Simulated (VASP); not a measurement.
**CsPbCl3: single point with PBE**

The system is CsPbCl3.

```
Pb Cs Cl
1.0
     5.60500    0.11210    0.00000
     0.11210    5.60500    0.00000
     0.00000    0.00000    5.60500
Pb Cs Cl
1 1 3
Cartesian
  2.8586 2.8586 2.8025
  0.0000 0.0000 0.0000
  2.8025 0.0561 2.8025
  0.0561 2.8025 2.8025
  2.8586 2.8586 0.0000
```

```json
{"Program": "VASP 6.6.1", "Task": "single point", "Functional": "PBE", "Potentials or basis": "VASP PAW PBE potentials, release 64 (Pb_d, Cs_sv, Cl)", "Cutoff": "520 eV", "k mesh": "4 × 4 × 4", "Occupations": "fermi-dirac, width 0.05 eV", "Spin": "no spin polarisation", "Dipole correction": "no", "Further INCAR settings": "ALGO = Normal; EDIFF = 1e-06; NBANDS = 30"}
```

```
Pressure               : 1.8 GPa
Band gap on the k mesh : 1.85 eV
```

Stress tensor (GPa, compression positive):
```
 1.81 -0.20  0.00
-0.20  1.81  0.00
 0.00  0.00  1.81
```

Levels at points of the mesh, in eV from the valence-band top:
| k point | band 18 | band 19 | band 20 | band 21 | band 22 | band 23 | band 24 | band 25 | band 26 | band 27 |
| --- | --- | --- | --- | --- | --- | --- | --- | --- | --- | --- |
| (0.00, 0.00, 0.00) | -2.64 | -2.63 | -2.57 | -2.54 | -2.47 | 3.35 | 4.27 | 4.29 | 5.14 | 5.22 |
| (0.50, 0.00, 0.00) | -2.74 | -2.74 | -2.65 | -2.65 | -1.69 | 3.02 | 4.68 | 5.13 | 5.32 | 5.41 |
| (0.50, 0.50, 0.00) | -2.85 | -2.80 | -2.76 | -2.21 | -0.82 | 2.46 | 2.59 | 4.94 | 5.38 | 5.74 |
| (0.00, 0.00, 0.50) | -2.75 | -2.74 | -2.74 | -2.55 | -1.69 | 3.03 | 4.69 | 5.16 | 5.19 | 5.50 |
| (0.50, 0.00, 0.50) | -2.84 | -2.83 | -2.76 | -2.23 | -0.82 | 2.52 | 2.53 | 4.94 | 5.38 | 5.73 |
| (0.50, 0.50, 0.50) | -2.75 | -2.23 | -2.21 | -2.20 | 0.00 | 1.85 | 1.94 | 2.02 | 5.12 | 5.48 |

Wall time 45 s on 1 thread of Intel(R) Xeon(R) 6975P-C (Granite Rapids) (shared host), peak memory 0.31 GiB.

Caveat: spin-orbit coupling is left out, which moves the levels of the heavy elements. Expect the measured gap to be larger: semilocal functionals such as PBE lack the derivative discontinuity.
